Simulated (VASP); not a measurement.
# SiC (F-43m) in VASP: further runs

The runs below take SiC through single point, with PBE.

Everything below comes from runs of VASP 6.6.1. Logs are shortened: lines on timing, memory, paths and dates and some standing lists are left out, and cuts for length are marked.

**What was measured.**

From “Insight into the structural, elastic and electronic properties of a new orthorhombic 6O-SiC polytype”, 2020, pmc:7200658, for a bulk crystal of SiC: band gap 2.4 eV (indirect).

How close the calculation comes is told below.

**1. The cell of the first run**

The structure is cubic, space group F-43m (No. 216). The conventional cell has a = 4.321 Å, b = 4.321 Å, c = 4.321 Å, α = 90.00°, β = 90.00°, γ = 90.00°. Si (site symmetry -43m) has 4 C at 1.87 Å within 2.5 Å. C (site symmetry -43m) has 4 Si at 1.87 Å within 2.5 Å.

**2. Single point, PBE (volume scaled by 0.960)**

Contents of INCAR:

```
SYSTEM = SiC
ALGO = Normal ; EDIFF = 1E-7
ENCUT = 520 ; GGA = PE
ISIF = 2 ; ISMEAR = 0
LASPH = .TRUE. ; LCHARG = .FALSE.
LREAL = .FALSE. ; LWAVE = .FALSE.
NBANDS = 11 ; NELM = 100
PREC = Accurate ; SIGMA = 0.05
```

Contents of KPOINTS:

```
k-points
0
G
  14 14 14
  0 0 0
```

Contents of POSCAR:

```
SiC
1.0
    0.0000000000      2.1602544831      2.1602544831
    2.1602544831      0.0000000000      2.1602544831
    2.1602544831      2.1602544831      0.0000000000
Si C
1 1
Direct
    0.0000000000      0.0000000000      0.0000000000
    0.7500000000      0.7500000000      0.7500000000
```

Potentials or basis: VASP PAW PBE potentials, release 64 (Si, C).

The run is started by

```bash
$ cat potpaw_PBE.64/Si/POTCAR potpaw_PBE.64/C/POTCAR > POTCAR
$ mpirun -np 1 vasp_std > vasp.out
```

OUTCAR:

```text
SYSTEM = SiC
   EDIFF = 1E-7
   ENCUT = 520
   GGA = PE
   ISIF = 2
   ISMEAR = 0
   LASPH = .TRUE.
   LREAL = .FALSE.
   NELM = 100
   PREC = Accurate

 ion  position               nearest neighbor table
   1  0.000  0.000  0.000-   2 1.87   2 1.87   2 1.87   2 1.87
   2  0.750  0.750  0.750-   1 1.87   1 1.87   1 1.87   1 1.87

  LATTYP: Found a face centered cubic cell.
 ALAT       =     4.3205089662

  Lattice vectors:

 A1 = (   0.0000000000,   2.1602544831,   2.1602544831)
 A2 = (   2.1602544831,   0.0000000000,   2.1602544831)
 A3 = (   2.1602544831,   2.1602544831,   0.0000000000)

Analysis of symmetry for initial positions (statically):
=====================================================================
 Subroutine PRICEL returns:
 Original cell was already a primitive cell.

 Routine SETGRP: Setting up the symmetry group for a
 face centered cubic supercell.

 Subroutine GETGRP returns: Found 24 space group operations
 (whereof 24 operations were pure point group operations)
 out of a pool of 48 trial point group operations.

The static configuration has the point symmetry T_d .

Analysis of symmetry for dynamics (positions and initial velocities):
=====================================================================
 Subroutine PRICEL returns:
 Original cell was already a primitive cell.

 Routine SETGRP: Setting up the symmetry group for a
 face centered cubic supercell.

 Subroutine GETGRP returns: Found 24 space group operations
 (whereof 24 operations were pure point group operations)
 out of a pool of 48 trial point group operations.

The dynamic configuration has the point symmetry T_d .

 Subroutine INISYM returns: Found 24 space group operations
 (whereof 24 operations are pure point group operations),
 and found     1 'primitive' translations

----------------------------------------------------------------------------------------

                                     Primitive cell

  volume of cell :      20.1625

  direct lattice vectors                    reciprocal lattice vectors
     0.000000000  2.160254483  2.160254483    -0.231454212  0.231454212  0.231454212
     2.160254483  0.000000000  2.160254483     0.231454212 -0.231454212  0.231454212
     2.160254483  2.160254483  0.000000000     0.231454212  0.231454212 -0.231454212

  length of vectors
     3.055061188  3.055061188  3.055061188     0.400890456  0.400890456  0.400890456

  position of ions in fractional coordinates (direct lattice)
     0.000000000  0.000000000  0.000000000
     0.750000000  0.750000000  0.750000000

  ion indices of the primitive-cell ions
   primitive index   ion index
                 1           1
                 2           2

----------------------------------------------------------------------------------------

 KPOINTS: k-points

Automatic generation of k-mesh.
 Grid dimensions read from file:
 generate k-points for:   14   14   14

 Generating k-lattice:

  Cartesian coordinates                     Fractional coordinates (reciprocal lattice)
    -0.016532444  0.016532444  0.016532444     0.071428571  0.000000000  0.000000000
     0.016532444 -0.016532444  0.016532444     0.000000000  0.071428571  0.000000000
     0.016532444  0.016532444 -0.016532444     0.000000000  0.000000000  0.071428571

  Length of vectors
     0.028635033  0.028635033  0.028635033

  Shift w.r.t. Gamma in fractional coordinates (k-lattice)
     0.000000000  0.000000000  0.000000000

 Subroutine IBZKPT returns following result:
 ===========================================

 Found    104 irreducible k-points:

 Following reciprocal coordinates:
            Coordinates               Weight
  0.000000  0.000000  0.000000      1.000000
  0.071429  0.000000  0.000000      8.000000
  0.142857  0.000000  0.000000      8.000000
  0.214286  0.000000  0.000000      8.000000
  0.285714  0.000000  0.000000      8.000000
  0.357143  0.000000  0.000000      8.000000
[... 16 lines left out ...]
  0.214286  0.142857  0.000000     24.000000
  0.285714  0.142857  0.000000     24.000000
 [... further k-points ...]
   k-points           NKPTS =    104   k-points in BZ     NKDIM =    104   number of bands    NBANDS=     11
   number of dos      NEDOS =    301   number of ions     NIONS =      2
   total plane-waves  NPLWV =  13824
   dimension x,y,z NGX =    24 NGY =   24 NGZ =   24
   dimension x,y,z NGXF=    48 NGYF=   48 NGZF=   48
   ions per type =               1   1
   NGX,Y,Z   is equivalent  to a cutoff of  13.06, 13.06, 13.06 a.u.
   NGXF,Y,Z  is equivalent  to a cutoff of  26.12, 26.12, 26.12 a.u.
 SYSTEM =  SiC
   PREC   = accura    normal or accurate (medium, high low for compatibility)
   ISTART =      0    job   : 0-new  1-cont  2-samecut
   ICHARG =      2    charge: 1-file 2-atom 10-const
   ISPIN  =      1    spin polarized calculation?
   LNONCOLLINEAR =      F non collinear calculations
   LSORBIT =      F    spin-orbit coupling
   LASPH  =      T    aspherical Exc in radial PAW
   ENCUT  =  520.0 eV  38.22 Ry    6.18 a.u.   5.68  5.68  5.68*2*pi/ulx,y,z
   NELM   =    100;   NELMIN=  2; NELMDL= -5     # of ELM steps
   EDIFF  = 0.1E-06   stopping-criterion for ELM
   LREAL  =      F    real-space projection
   EDIFFG = 0.1E-05   stopping-criterion for IOM
   NSW    =      0    number of steps for IOM
   IBRION =     -1    ionic relax: 0-MD 1-quasi-New 2-CG
   NFREE  =      0    steps in history (QN), initial steepest desc. (CG)
   ISIF   =      2    stress and relaxation
   ISYM   =      2    0-nonsym 1-usesym 2-fastsym
   POTIM  = 0.5000    time-step for ionic-motion
   TEBEG  =    0.0;   TEEND  =   0.0 temperature during run
   PSTRESS=    0.0 pullay stress
   NELECT =       8.0000    total number of electrons
   NUPDOWN=      -1.0000    fix difference up-down
   EMIN   =  10.00;   EMAX   =-10.00  energy-range for DOS
   EFERMI =   0.00;   METHOD = LEGACY
   ISMEAR =     0;   SIGMA  =   0.05  broadening in eV -4-tet -1-fermi 0-gaus
   EFERMI_NEDOS =   21; number of points for ismear=-14 and -15
   IALGO  =     38    algorithm
   IMIX   =      4    mixing-type and parameters
     AMIX     =   0.40;   BMIX     =  1.00
     AMIX_MAG =   1.60;   BMIX_MAG =  1.00
  volume/ion in A,a.u.               =      10.08        68.03
  Fermi-wavevector in a.u.,A,eV,Ry     =   1.202975  2.273293 19.689653  1.447149
  Thomas-Fermi vector in A             =   2.338741
   LORBIT       =      0    0 simple, 1 ext, 2 COOP (PROOUT), +10 PAW based schemes
   GGA     = PE    functional components
   LHFCALC =     F    Hartree Fock is set to
   AEXX    =    0.0000 exact exchange contribution
   IVDW    =     0    specifies the selected vdW correction
   LEPSILON=     F    determine dielectric tensor
   LRPA    =     F    only Hartree local field effects (RPA)
 non-spin polarized calculation
 Gauss-broadening in eV      SIGMA  =   0.05
  energy-cutoff  :      520.00
  volume of cell :       20.16
 maximum number of plane-waves:       553
   NGX = 11   NGY = 11   NGZ = 11

 number of electron       8.0000000 magnetization

 Free energy of the ion-electron system (eV)
  ---------------------------------------------------
  ext. energy  EPLUGINS =         0.00000000
  ---------------------------------------------------
  free energy    TOTEN  =       -15.03719009 eV

  energy without entropy =      -15.03719009  energy(sigma->0) =      -15.03719009

 E-fermi :   8.6073     XC(G=0): -11.4698

 val. band max:        8.4002246554   @ k =   0.0000   0.0000   0.0000
 cond. band min:       9.7327678127   @ k =   0.5000   0.5000   0.0000
 fundamental gap:      1.3325431573
 Fermi energy:         8.6073054777

 k-point     1 :       0.0000    0.0000    0.0000
  band No.  band energies     occupation
      1      -7.2079      2.00000
      2       8.4002      2.00000
      3       8.4002      2.00000
      4       8.4002      2.00000
      5      14.9389      0.00000
      6      15.8904      0.00000
      7      15.8904      0.00000
      8      15.8904      0.00000
      9      23.0598      0.00000
     10      23.0598      0.00000
     11      25.2875      0.00000

 k-point     2 :       0.0714    0.0000    0.0000
  band No.  band energies     occupation
      1      -7.1060      2.00000
      2       7.8525      2.00000
      3       8.3293      2.00000
      4       8.3293      2.00000
      5      15.1260      0.00000
      6      16.0003      0.00000
      7      16.0249      0.00000
      8      16.0249      0.00000
      9      22.4503      0.00000
     10      22.4503      0.00000
     11      25.1392      0.00000

 k-point     3 :       0.1429    0.0000    0.0000
  band No.  band energies     occupation
      1      -6.8023      2.00000
      2       6.5369      2.00000
      3       8.1450      2.00000
      4       8.1450      2.00000
      5      15.0688      0.00000
      6      16.3228      0.00000
      7      16.3228      0.00000
      8      16.6894      0.00000
      9      21.6509      0.00000
     10      21.6509      0.00000
     11      24.4993      0.00000

 k-point     4 :       0.2143    0.0000    0.0000
  band No.  band energies     occupation
      1      -6.3042      2.00000
      2       4.9089      2.00000
      3       7.9095      2.00000
      4       7.9095      2.00000
      5      14.7746      0.00000
      6      16.5028      0.00000
      7      16.5028      0.00000
      8      17.6015      0.00000
      9      21.4471      0.00000
     10      21.4471      0.00000
     11      23.9195      0.00000
[... 239 lines left out ...]
 k-point    22 :       0.1429    0.1429    0.0000
  band No.  band energies     occupation
      1      -6.6670      2.00000
      2       7.0160      2.00000
      3       7.5189      2.00000
      4       7.5189      2.00000
      5      14.4730      0.00000
      6      15.9974      0.00000
      7      17.2491      0.00000
      8      17.2491      0.00000
      9      19.6459      0.00000
     10      23.6697      0.00000
     11      26.9692      0.00000

 k-point    23 :       0.2143    0.1429    0.0000
  band No.  band energies     occupation
      1      -6.3004      2.00000
      2       5.9059      2.00000
      3       7.1801      2.00000
      4       7.3586      2.00000
      5      14.0881      0.00000
      6      16.0374      0.00000
      7      17.5289      0.00000
      8      17.7656      0.00000
      9      19.6960      0.00000
     10      23.6942      0.00000
     11      26.5421      0.00000

 k-point    24 :       0.2857    0.1429    0.0000
  band No.  band energies     occupation
      1      -5.7457      2.00000
      2       4.4186      2.00000
      3       6.9126      2.00000
      4       7.0912      2.00000
      5      13.8916      0.00000
      6      16.2551      0.00000
      7      17.3171      0.00000
      8      17.9528      0.00000
      9      20.6209      0.00000
     10      23.9401      0.00000
     11      26.0052      0.00000

 [... further k-points ...]
[... 5 lines left out ...]
  --------------------------------------------------------------------------------------
  -------------------------------------------------------------------------------------
  Total        1.1747632      1.1747632      1.1747632      0.0000000      0.0000000      0.0000000
  in kB       93.3503960     93.3503960     93.3503960      0.0000000      0.0000000      0.0000000
  external PRESSURE =      93.3503960 kB  Pullay stress =       0.0000000 kB

 VOLUME and BASIS-vectors are now :
 -----------------------------------------------------------------------------
  energy-cutoff  :      520.00
  volume of cell :       20.16
      direct lattice vectors                 reciprocal lattice vectors
     0.000000000  2.160254483  2.160254483    -0.231454212  0.231454212  0.231454212
     2.160254483  0.000000000  2.160254483     0.231454212 -0.231454212  0.231454212
     2.160254483  2.160254483  0.000000000     0.231454212  0.231454212 -0.231454212

 POSITION                                       TOTAL-FORCE (eV/Angst)
 -----------------------------------------------------------------------------------
      0.00000      0.00000      0.00000        -0.000000     -0.000000     -0.000000
      3.24038      3.24038      3.24038         0.000000      0.000000      0.000000
 -----------------------------------------------------------------------------------
    total drift:                               -0.000000     -0.000000     -0.000000

  FREE ENERGIE OF THE ION-ELECTRON SYSTEM (eV)
  ---------------------------------------------------
  free  energy   TOTEN  =       -15.0371900923 eV

  energy  without entropy=      -15.0371900923  energy(sigma->0) =      -15.03719009
```

It took 38 s on 1 thread of AMD EPYC 7R13, shared host; peak memory 0.12 GiB.

What came out:

```yaml
Free_energy: -15.0372 eV
Pressure: 9.3 GPa
Band_gap_on_the_k_mesh: 1.33 eV, indirect (least direct gap 4.57 eV)
```

Levels at points of the mesh, in eV from the valence-band top:
```csv
k point,band 1,band 2,band 3,band 4,band 5,band 6,band 7,band 8
"(0.00, 0.00, 0.00)",-15.61,0.00,0.00,0.00,6.54,7.49,7.49,7.49
"(0.50, 0.00, 0.00)",-11.94,-8.68,-1.06,-1.06,5.67,7.33,7.33,10.20
"(0.50, 0.50, 0.00)",-10.47,-7.88,-3.23,-3.23,1.33,4.41,14.34,14.34
```

Caveat: the cell differs from its parent crystal (volume scaled by 0.960). A k mesh can miss the band edges.

**3. Single point, PBE (volume scaled by 0.980)**

Contents of INCAR:

```
SYSTEM = SiC
PREC     = Accurate       ! precision mode
ENCUT    = 520            ! plane-wave cutoff, eV
EDIFF    = 1E-6           ! SCF threshold, eV
ISMEAR   = 0              ! smearing method
SIGMA    = 0.05           ! smearing width, eV
LREAL    = .FALSE.        ! projectors in reciprocal space
LASPH    = .TRUE.         ! aspherical terms in the spheres
NELM     = 100            ! most SCF steps
ALGO     = Normal         ! electronic algorithm
ISIF     = 2              ! what is computed and relaxed
LWAVE    = .FALSE.        ! write WAVECAR
LCHARG   = .FALSE.        ! write CHGCAR
GGA      = PE             ! functional
NBANDS   = 11             ! bands
```

Contents of KPOINTS:

```
Automatic mesh
0
G
  14 14 14
  0 0 0
```

Contents of POSCAR:

```
SiC
1.0
    0.0000000000      2.1751532607      2.1751532607
    2.1751532607      0.0000000000      2.1751532607
    2.1751532607      2.1751532607      0.0000000000
Si C
1 1
Direct
    0.0000000000      0.0000000000      0.0000000000
    0.7500000000      0.7500000000      0.7500000000
```

Potentials or basis: VASP PAW PBE potentials, release 64 (Si, C).

The run is started by

```bash
$ cat potpaw_PBE.64/Si/POTCAR potpaw_PBE.64/C/POTCAR > POTCAR
$ mpirun -np 1 vasp_std > vasp.out
```

It took 31 s on 1 thread of AMD EPYC 7R13, shared host; peak memory 0.12 GiB.

Results (log left out):

| Property | Result |
| --- | --- |
| Free energy | -15.0552 eV |
| Pressure | 4.4 GPa |
| Band gap on the k mesh | 1.35 eV, indirect (least direct gap 4.55 eV) |

Levels at points of the mesh, in eV from the valence-band top:
```csv
k point,band 1,band 2,band 3,band 4,band 5,band 6,band 7,band 8
"(0.00, 0.00, 0.00)",-15.44,0.00,0.00,0.00,6.30,7.34,7.34,7.34
"(0.50, 0.00, 0.00)",-11.86,-8.56,-1.05,-1.05,5.48,7.25,7.25,10.08
"(0.50, 0.50, 0.00)",-10.40,-7.81,-3.20,-3.20,1.35,4.34,14.10,14.10
```

Caveat: the cell differs from its parent crystal (volume scaled by 0.980). A k mesh can miss the band edges.

**4. Single point, PBE**

This run uses another cell than the first one, of 10.50 Å³/atom, 1.042 times its volume.

Contents of INCAR:

```
PREC = Accurate
ENCUT = 520
EDIFF = 1E-6
ISMEAR = 0
SIGMA = 0.05
LREAL = False
LASPH = True
NELM = 100
ALGO = Normal
ISIF = 2
LWAVE = False
LCHARG = True
GGA = PE
LELF = True
LVHAR = True
NBANDS = 11
```

Contents of KPOINTS:

```
regular mesh
0
Gamma
  14 14 14
```

Contents of POSCAR:

```
SiC
1.0
    0.0000000000      2.1898506880      2.1898506880
    2.1898506880      0.0000000000      2.1898506880
    2.1898506880      2.1898506880      0.0000000000
Si C
1 1
Direct
    0.0000000000      0.0000000000      0.0000000000
    0.7500000000      0.7500000000      0.7500000000
```

The run is started by

```bash
$ cat potpaw_PBE.64/Si/POTCAR potpaw_PBE.64/C/POTCAR > POTCAR
$ mpirun -np 1 vasp_std > vasp.out
```

It took 29 s on 1 thread of AMD EPYC 7R13, shared host; peak memory 0.12 GiB.

The run converged. Its results:

| Item | Value |
| --- | --- |
| Free energy | -15.0610 eV |
| Pressure | 0.0 GPa |
| Band gap on the k mesh | 1.37 eV, indirect (least direct gap 4.53 eV) |

Levels at points of the mesh, in eV from the valence-band top:
```tsv
k point	band 1	band 2	band 3	band 4	band 5	band 6	band 7	band 8	band 9
(0.00, 0.00, 0.00)	-15.29	0.00	0.00	0.00	6.06	7.20	7.20	7.20	14.42
(0.50, 0.00, 0.00)	-11.78	-8.45	-1.05	-1.05	5.30	7.17	7.17	9.97	16.02
(0.50, 0.50, 0.00)	-10.34	-7.75	-3.16	-3.16	1.37	4.27	13.86	13.86	14.59
```

**5. Single point, PBE**

This run uses another cell than the first one, of 10.50 Å³/atom, 1.042 times its volume.

Contents of INCAR:

```
SYSTEM = SiC
  PREC = Accurate
  ENCUT = 520
  EDIFF = 1E-6
  ISMEAR = 0
  SIGMA = 0.05
  LREAL = .False.
  LASPH = .True.
  NELM = 100
  ALGO = Normal
  ISIF = 2
  LWAVE = .False.
  LCHARG = .False.
  GGA = PE
  NBANDS = 11
```

Contents of KPOINTS:

```
Automatic mesh
0
Gamma
  14 14 14
  0 0 0
```

POSCAR is that of step 4.

The run is started by

```bash
$ cat potpaw_PBE.64/Si/POTCAR potpaw_PBE.64/C/POTCAR > POTCAR
$ mpirun -np 1 vasp_std > vasp.out
```

It took 36 s on 1 thread of AMD EPYC 7R13, shared host; peak memory 0.12 GiB.

Results (log left out):

| Quantity | Value |
| --- | --- |
| Free energy | -15.0610 eV |
| Pressure | 0.0 GPa |
| Band gap on the k mesh | 1.37 eV, indirect (least direct gap 4.53 eV) |

Levels at points of the mesh, in eV from the valence-band top:
```
           k point  band 1  band 2  band 3  band 4  band 5  band 6  band 7  band 8  band 9
(0.00, 0.00, 0.00)  -15.29    0.00    0.00    0.00    6.06    7.20    7.20    7.20   14.42
(0.50, 0.00, 0.00)  -11.78   -8.45   -1.05   -1.05    5.30    7.17    7.17    9.97   16.02
(0.50, 0.50, 0.00)  -10.34   -7.75   -3.16   -3.16    1.37    4.27   13.86   13.86   14.59
```

**6. Summary**

```tsv
cell	gap on the mesh (eV)	pressure (GPa)
a = 3.055 Å, angles 60.0°, 2 atoms	1.33	9.3
a = 3.076 Å, angles 60.0°, 2 atoms	1.35	4.4
a = 3.097 Å, angles 60.0°, 2 atoms	1.37	0.0
```

Alike in all rows: task single point; level PBE; potentials or basis VASP PAW PBE potentials, release 64 (Si, C); no spin polarisation; k mesh 14 × 14 × 14; cutoff (eV) 520; smearing gaussian 0.05 eV.

Absolute energies hang on the potentials; compare differences alone.

**7. Comparison with measurements**

Step 4. Against the measured gap of SiC, 2.4 eV (indirect; quoted in “Insight into the structural, elastic and electronic properties of a new orthorhombic 6O-SiC polytype”, 2020, pmc:7200658), the calculated 1.37 eV is off by -1.03 eV. The value is that of PBE on a finite k mesh, which can miss the band edges, without temperature or zero-point motion. Semilocal functionals fall short of measured gaps as a rule.

Step 5. Against the measured gap of SiC, 2.4 eV (indirect; quoted in “Insight into the structural, elastic and electronic properties of a new orthorhombic 6O-SiC polytype”, 2020, pmc:7200658), the calculated 1.37 eV is off by -1.03 eV. The value is that of PBE on a finite k mesh, which can miss the band edges, without temperature or zero-point motion. Semilocal functionals fall short of measured gaps as a rule.
